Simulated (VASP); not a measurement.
# Al2Cu in VASP: single point with PBEsol

Aim: the single point of Al2Cu with PBEsol.

All numbers are computed with VASP 6.6.1; they aren't measurements. Logs are shortened: lines on timing, memory, paths and dates and some standing lists are left out, and cuts for length are marked.

## Step 1: The cell of the first run

The cell holds a slab with vacuum, 9 atoms: a = 4.084 Å, b = 2.846 Å, c = 18.253 Å, α = 90.00°, β = 90.00°, γ = 90.00°.

## Step 2: Single point, PBEsol (the distance across one plane changed)

The input, INCAR:

```
SYSTEM = Al2Cu
ALGO     = Fast           ! electronic algorithm
EDIFF    = 1E-6           ! SCF threshold, eV
ENCUT    = 520            ! plane-wave cutoff, eV
GGA      = PS             ! functional
ISIF     = 2              ! what is computed and relaxed
ISMEAR   = 0              ! smearing method
LASPH    = .TRUE.         ! aspherical terms in the spheres
LCHARG   = .FALSE.        ! write CHGCAR
LREAL    = .FALSE.        ! projectors in reciprocal space
LWAVE    = .FALSE.        ! write WAVECAR
NBANDS   = 36             ! bands
NELM     = 80             ! most SCF steps
PREC     = Accurate       ! precision mode
SIGMA    = 0.15           ! smearing width, eV
```

The input, KPOINTS:

```
k-points
0
G
  11 16 4
  0 0 0
```

The input, POSCAR:

```
Al2Cu
1.0
    0.0000000000     -4.0841721958      0.0000000000
    0.0000000000      0.0000000000     -2.8463947559
   18.2525165873      0.0000000000      0.0000000000
Al Cu
6 3
Direct
    0.0000000000      0.5000000000      0.0559286625
    0.0000000000      0.5000000000      0.2796880645
    0.0000000000      0.5000000000      0.5034474664
    0.5000000000      0.5000000000      0.6153271674
    0.5000000000      0.5000000000      0.1678083635
    0.5000000000      0.5000000000      0.3915677655
    1.0000000000      0.0000000000      0.1678083635
    1.0000000000      0.0000000000      0.3915677655
    1.0000000000      0.0000000000      0.6153271674
```

Potentials or basis: VASP PAW PBE potentials, release 64 (Al, Cu).

Started as:

```bash
> cat potpaw_PBE.64/Al/POTCAR potpaw_PBE.64/Cu/POTCAR > POTCAR
> mpirun -np 1 vasp_std > vasp.out
```

OUTCAR:

```text
SYSTEM = Al2Cu
   EDIFF = 1E-6
   ENCUT = 520
   GGA = PS
   ISIF = 2
   ISMEAR = 0
   LASPH = .TRUE.
   LREAL = .FALSE.
   NELM = 80
   PREC = Accurate

 ion  position               nearest neighbor table
   1  0.000  0.500  0.056-   7 2.49   7 2.49   5 2.89   5 2.89
   2  0.000  0.500  0.280-   7 2.49   8 2.49   7 2.49   8 2.49   5 2.89   6 2.89   5 2.89   6 2.89

   3  0.000  0.500  0.503-   8 2.49   8 2.49   9 2.49   9 2.49   6 2.89   6 2.89   4 2.89   4 2.89

   4  0.500  0.500  0.615-   9 2.49   9 2.49   9 2.49   9 2.49   3 2.89   3 2.89
   5  0.500  0.500  0.168-   7 2.49   7 2.49   7 2.49   7 2.49   1 2.89   2 2.89   1 2.89   2 2.89

   6  0.500  0.500  0.392-   8 2.49   8 2.49   8 2.49   8 2.49   3 2.89   3 2.89   2 2.89   2 2.89

   7  0.000  0.000  0.168-   5 2.49   5 2.49   5 2.49   5 2.49   2 2.49   2 2.49   1 2.49   1 2.49

   8  0.000  0.000  0.392-   3 2.49   3 2.49   6 2.49   6 2.49   6 2.49   6 2.49   2 2.49   2 2.49

   9  0.000  0.000  0.615-   4 2.49   4 2.49   4 2.49   4 2.49   3 2.49   3 2.49

  LATTYP: Found a simple orthorhombic cell.
 ALAT       =     2.8463947559
 B/A-ratio  =     1.4348579681
 C/A-ratio  =     6.4125035888

  Lattice vectors:

 A1 = (   0.0000000000,   0.0000000000,   2.8463947559)
 A2 = (   0.0000000000,  -4.0841721958,   0.0000000000)
 A3 = (  18.2525165873,   0.0000000000,   0.0000000000)

Analysis of symmetry for initial positions (statically):
=====================================================================
 Subroutine PRICEL returns:
 Original cell was already a primitive cell.

 Routine SETGRP: Setting up the symmetry group for a
 simple orthorhombic supercell.

 Subroutine GETGRP returns: Found  4 space group operations
 (whereof  4 operations were pure point group operations)
 out of a pool of  8 trial point group operations.

The static configuration has the point symmetry C_2v.

Analysis of symmetry for dynamics (positions and initial velocities):
=====================================================================
 Subroutine PRICEL returns:
 Original cell was already a primitive cell.

 Routine SETGRP: Setting up the symmetry group for a
 simple orthorhombic supercell.

 Subroutine GETGRP returns: Found  4 space group operations
 (whereof  4 operations were pure point group operations)
 out of a pool of  8 trial point group operations.

The dynamic configuration has the point symmetry C_2v.

[... 117 lines left out ...]
   NFREE  =      0    steps in history (QN), initial steepest desc. (CG)
   ISIF   =      2    stress and relaxation
   ISYM   =      2    0-nonsym 1-usesym 2-fastsym
   POTIM  = 0.5000    time-step for ionic-motion
   TEBEG  =    0.0;   TEEND  =   0.0 temperature during run
   PSTRESS=    0.0 pullay stress
   NELECT =      51.0000    total number of electrons
   NUPDOWN=      -1.0000    fix difference up-down
   EMIN   =  10.00;   EMAX   =-10.00  energy-range for DOS
   EFERMI =   0.00;   METHOD = LEGACY
   ISMEAR =     0;   SIGMA  =   0.15  broadening in eV -4-tet -1-fermi 0-gaus
   EFERMI_NEDOS =   21; number of points for ismear=-14 and -15
   IALGO  =     68    algorithm
   IMIX   =      4    mixing-type and parameters
     AMIX     =   0.40;   BMIX     =  1.00
     AMIX_MAG =   1.60;   BMIX_MAG =  1.00
  volume/ion in A,a.u.               =      23.58       159.10
  Fermi-wavevector in a.u.,A,eV,Ry     =   1.017867  1.923489 14.096352  1.036053
  Thomas-Fermi vector in A             =   2.151292
   LORBIT       =      0    0 simple, 1 ext, 2 COOP (PROOUT), +10 PAW based schemes
   GGA     = PS    functional components
   LHFCALC =     F    Hartree Fock is set to
   AEXX    =    0.0000 exact exchange contribution
   IVDW    =     0    specifies the selected vdW correction
   LEPSILON=     F    determine dielectric tensor
   LRPA    =     F    only Hartree local field effects (RPA)
 non-spin polarized calculation
 RMM-DIIS sequential band-by-band and
 Gauss-broadening in eV      SIGMA  =   0.15
  energy-cutoff  :      520.00
  volume of cell :      212.19
 maximum number of plane-waves:      5749
   NGX = 15   NGY = 11   NGZ = 67

 number of electron      50.9999968 magnetization

 Free energy of the ion-electron system (eV)
  ---------------------------------------------------
  ext. energy  EPLUGINS =         0.00000000
  ---------------------------------------------------
  free energy    TOTEN  =       -35.99532994 eV

  energy without entropy =      -35.95927711  energy(sigma->0) =      -35.97730352

 E-fermi :   3.3905     XC(G=0):  -8.0053

 val. band max:        3.3857111922   @ k =   0.0000   0.2500   0.0000
 cond. band min:       3.4031527277   @ k =   0.1818   0.5000   0.0000
 fundamental gap:      0.0174415355
 Fermi energy:         3.3904843480

 k-point     1 :       0.0000    0.0000    0.0000
  band No.  band energies     occupation
      1      -7.0144      2.00000
      2      -6.3866      2.00000
      3      -5.4819      2.00000
      4      -3.6168      2.00000
      5      -2.4357      2.00000
      6      -2.0279      2.00000
[... 925 lines left out ...]
     35       8.4557      0.00000
     36       8.9253      0.00000

 [... further k-points ...]

------------------------ aborting loop because EDIFF is reached ----------------------------------------

  FORCE on cell =-STRESS in cart. coord.  units (eV):
  Direction    XX          YY          ZZ          XY          YZ          ZX
  --------------------------------------------------------------------------------------
  -------------------------------------------------------------------------------------
  Total        2.1453759     -0.9645919     -4.3517191      0.0000000      0.0000000      0.0000000
  in kB       16.1991437     -7.2833683    -32.8586345      0.0000000      0.0000000      0.0000000
  external PRESSURE =      -7.9809531 kB  Pullay stress =       0.0000000 kB

 VOLUME and BASIS-vectors are now :
 -----------------------------------------------------------------------------
  energy-cutoff  :      520.00
  volume of cell :      212.19
      direct lattice vectors                 reciprocal lattice vectors
     0.000000000 -4.084172196  0.000000000     0.000000000 -0.244847659  0.000000000
     0.000000000  0.000000000 -2.846394756     0.000000000  0.000000000 -0.351321614
    18.252516587  0.000000000  0.000000000     0.054786966  0.000000000  0.000000000

 POSITION                                       TOTAL-FORCE (eV/Angst)
 -----------------------------------------------------------------------------------
      1.02084      0.00000     -1.42320        -0.496776      0.000000      0.000000
      5.10501      0.00000     -1.42320        -0.011539      0.000000      0.000000
      9.18918      0.00000     -1.42320         0.174005      0.000000      0.000000
     11.23127     -2.04209     -1.42320         0.001086      0.000000      0.000000
      3.06292     -2.04209     -1.42320         0.045588      0.000000      0.000000
      7.14710     -2.04209     -1.42320         0.077682      0.000000      0.000000
      3.06292      0.00000      0.00000         0.257194      0.000000      0.000000
      7.14710      0.00000      0.00000        -0.032505      0.000000      0.000000
     11.23127      0.00000      0.00000        -0.014735      0.000000      0.000000
 -----------------------------------------------------------------------------------
    total drift:                                0.000108      0.000000      0.000000

  FREE ENERGIE OF THE ION-ELECTRON SYSTEM (eV)
  ---------------------------------------------------
  free  energy   TOTEN  =       -35.9953299352 eV

  energy  without entropy=      -35.9592771057  energy(sigma->0) =      -35.97730352
```

Wall time 48 min (1 thread of Intel Xeon 8259CL, shared host); peak memory 0.99 GiB.

Results:

| Quantity | Value |
| --- | --- |
| Free energy | -35.9953 eV |
| Largest force | 0.497 eV/Å |
| Band gap on the k mesh | zero (an odd number of electrons rules out a gap without spin polarisation) |

Forces in eV/Å, atoms in the order of the input:
```
Al  -0.497  0.000  0.000
Al  -0.012  0.000  0.000
Al   0.174  0.000  0.000
Al   0.001  0.000  0.000
Al   0.046  0.000  0.000
Al   0.078  0.000  0.000
Cu   0.257  0.000  0.000
Cu  -0.033  0.000  0.000
Cu  -0.015  0.000  0.000
```

Caveat: the cell differs from its parent crystal (the distance across one plane changed); there is no dipole correction, which matters where the two faces differ; the PAW data sets were made with another functional, which shifts forces and pressure a little.
